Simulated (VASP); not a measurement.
Runs of VASP 6.6.1 on YAl2N3. The structure is that of space group I4/mmm (No. 139), or close to it. The cells are those of the table. 

```tsv
task	spin	cell	k mesh	cutoff (eV)	gap on the mesh (eV)	pressure (GPa)	moment (μB)
single point	off	a = 4.966 Å, angles 117.1, 117.1, 95.0°, 6 atoms	6 × 6 × 6	520	none	9.6	-
single point	collinear, ferromagnetic start	a = 5.133 Å, angles 116.7, 116.7, 95.7°, 6 atoms	4 × 4 × 4	520	none	0.8	0.27
relaxation of cell and atoms	off	relaxed from a = 4.966 Å, angles 117.1, 117.1, 95.0°, 6 atoms	6 × 6 × 6	600	none	-0.1	-
single point	collinear, ferromagnetic start	a = 4.966 Å, angles 117.1, 117.1, 95.0°, 6 atoms	6 × 6 × 6	520	none	9.9	(a)
single point	off	a = 5.133 Å, angles 116.7, 116.7, 95.7°, 6 atoms	6 × 6 × 6	520	none	(b)	-
```

Alike in all rows: level PBE; potentials or basis VASP PAW PBE potentials, release 64 (Y_sv, Al, N); smearing gaussian 0.1 eV.

Problem. Estimate the missing entries.

Solution. (a) 0.19; (b) 0.0.

Caveats: some runs use coarse meshes.

A k mesh can miss the band edges, and the runs leave out spin-orbit coupling on Y.

A gap of «none» marks levels without a gap at the run's occupations.
